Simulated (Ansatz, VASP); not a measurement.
One calculation of AgCl, two programs

Contents of INCAR:

```
SYSTEM = AgCl
PREC = Accurate ; ENCUT = 520
EDIFF = 1E-7 ; ISMEAR = -1
SIGMA = 0.05 ; LREAL = .False.
LASPH = .True. ; NELM = 150
ALGO = Normal ; ISIF = 2
LWAVE = .False. ; LCHARG = .False.
MAGMOM = 0 0 0 0 0 0 ; LORBIT = 11
LSORBIT = .True. ; GGA_COMPAT = .False.
LORBMOM = .True. ; LMAXMIX = 4
GGA = PS ; NBANDS = 30
```

Contents of KPOINTS:

```
regular mesh
0
Gamma
  6 6 6
  0 0 0
```

Contents of POSCAR:

```
AgCl
1.0
    0.0000000000      2.7350000000      2.7350000000
    2.7350000000      0.0000000000      2.7350000000
    2.7350000000      2.7350000000      0.0000000000
Ag Cl
1 1
Direct
    0.0000000000      0.0000000000      0.0000000000
    0.5000000000      0.5000000000      0.5000000000
```

Contents of input.yaml:

```yaml
crystal:
  lattice:
    - [0.0, 2.735, 2.735]
    - [2.735, 0.0, 2.735]
    - [2.735, 2.735, 0.0]
  atoms:
    - { symbol: Ag, position: [0.0, 0.0, 0.0] }
    - { symbol: Cl, position: [0.5, 0.5, 0.5] }
kpoints:
  mp_grid: { grid: [6, 6, 6] }
  band_path:
    path:
      - [0.0, 0.0, 0.0]
      - [0.5, 0.0, 0.5]
      - [0.5, 0.25, 0.75]
      - [0.375, 0.375, 0.75]
      - [0.0, 0.0, 0.0]
      - [0.5, 0.5, 0.5]
      - [0.625, 0.25, 0.625]
      - [0.5, 0.25, 0.75]
    npoints: 8
scf:
  occupations: { method: fermi_dirac, width: 0.05 }
hamiltonian:
  xc: pbesol
  pseudopotentials: { kind: all_electron, lapw: { basis_error: 0.001 } }
magnetization:
  noncollinear: true
  spin_orbit: true
output:
  forces: true
  stress: true
  eigenvalues: true
```

Alike in both runs: functional PBEsol; k mesh 6 × 6 × 6; occupations fermi-dirac, width 0.05 eV; non-collinear spin, spin-orbit coupling.

```csv
,VASP,Ansatz
version,VASP 6.6.1,Ansatz 0.2.0
potentials or method,"VASP PAW PBE potentials, release 64 (Ag, Cl), cutoff 520 eV","all-electron LAPW, relativistic spinors"
task,single point,band structure
```

VASP gave:

```
pressure (GPa)           : -0.8
net moment per atom (μB) : 0.00
```

Question: Estimate Ansatz's values.

Answer: Pressure (GPa): -0.7; net moment per atom (μB): 0.00.

VASP's potentials were made for PBE, not for PBEsol. Ansatz ran all-electron here, and VASP with PAW potentials.
